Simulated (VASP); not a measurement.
# Re: relaxation of cell and atoms with PBE+D4

Re:

```
Re
1.0
     2.76080    0.00000    0.00000
    -1.38040    2.39092    0.00000
     0.00000    0.00000    4.45820
Re
2
Cartesian
  1.3804 0.7970 3.3436
  0.0000 1.5939 1.1145
```

```json
{"Program": "VASP 6.6.1", "Task": "relaxation of cell and atoms", "Functional": "PBE", "Dispersion": "D4", "Potentials or basis": "VASP PAW PBE potentials, release 64 (Re)", "Cutoff": "600 eV", "k mesh": "11 × 11 × 6", "Occupations": "fermi-dirac, width 0.05 eV", "Spin": "no spin polarisation", "Dipole correction": "no", "Further INCAR settings": "ALGO = Normal; EDIFF = 1e-06; IBRION = 2; EDIFFG = -0.01; NSW = 60; ISIF = 3"}
```

```json
{
 "Relaxed volume": "14.66 Å³/atom",
 "Relaxed cell": "a = 2.757 Å, b = 2.757 Å, c = 4.453 Å, α = 90.00°, β = 90.00°, γ = 120.00°",
 "Space group after relaxing (to 0.05 Å)": "P6_3/mmc (No. 194)",
 "Energy gained by relaxing": "0.3 meV/atom",
 "Ionic steps": "3",
 "Pressure after relaxing": "0.0 GPa",
 "Band gap on the k mesh": "zero (band 7 reaches 9.29 eV, above the bottom of band 8 at 6.21 eV)",
 "Dispersion energy per atom": "-0.710 eV"
}
```

Stress tensor (GPa, compression positive):
```
-0.02  0.00  0.00
 0.00 -0.02  0.00
 0.00  0.00  0.09
```

The path:
```
step  energy change (eV)  largest force (eV/Å)  pressure (GPa)  volume (Å³)
   1              0.0000                0.0000           -1.43        29.43
   2              0.0079                0.0000            6.19        28.87
   3             -0.0005                0.0000            0.01        29.32
```

Final structure:
```
CELL_PARAMETERS angstrom
2.75727 0.00000 0.00000
-1.37863 2.38786 0.00000
0.00000 0.00000 4.45311
ATOMIC_POSITIONS crystal
Re 0.66667 0.33333 0.75000
Re 0.33333 0.66667 0.25000
```

Levels at points of the mesh, in eV from the Fermi level:
| k point | band 3 | band 4 | band 5 | band 6 | band 7 | band 8 | band 9 | band 10 | band 11 |
| --- | --- | --- | --- | --- | --- | --- | --- | --- | --- |
| (0.00, 0.00, 0.00) | -1.60 | -1.60 | -1.60 | -0.76 | -0.76 | 0.18 | 0.18 | 0.61 | 3.37 |
| (0.00, 0.00, 0.50) | -2.40 | -2.40 | -1.73 | -1.73 | -1.73 | -1.73 | 2.55 | 2.55 | 2.55 |

Run time: 51 s on 1 thread of AMD EPYC 7R43 64-Core Processor (Zen 3) (shared host), peak memory 0.14 GiB.

Caveat: spin-orbit coupling is left out, which moves the levels of the heavy elements; pairwise dispersion overbinds metals, which lowers pressure and volume.
